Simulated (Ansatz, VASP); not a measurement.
# GaN in VASP and in Ansatz

```
Ga N
1.0
     0.06376    2.24895    2.24895
     2.24895    0.06376    2.24895
     2.31271    2.31271    0.00000
Ga N
1 1
Direct
  0.00412 0.00412 0.99588
  0.24588 0.24588 0.25412
```

Change from the starting cell: shear_xy strain +5.7%.

Alike in both runs: task single point; functional r2SCAN; k mesh 10 × 10 × 10; no spin polarisation.

```csv
,VASP,Ansatz
version,VASP 6.6.1,Ansatz 0.2.0
potentials or method,"VASP PAW PBE potentials, release 64 (Ga_d, N)","plane waves, PAW"
plane-wave cutoff (eV),520,500
occupations,"gaussian, width 0.01 eV",fixed
valence electrons in the cell,18,18
```

VASP gave:

* gap on the k mesh at the Fermi level (eV): 1.90
* pressure (GPa): 1.2
* traceless stress, the component that is largest in VASP (GPa): -9.24
* rms of the force components (eV/Å): 0.009

**Question.** Which values does Ansatz return?

**Answer.** gap on the k mesh at the Fermi level (eV): 1.91; pressure (GPa): 0.2; traceless stress, the component that is largest in VASP (GPa): -9.18; rms of the force components (eV/Å): 0.002.

VASP's potentials were made for PBE, not for r2SCAN. Atom by atom the forces differ by 0.007 eV/Å (rms over components).
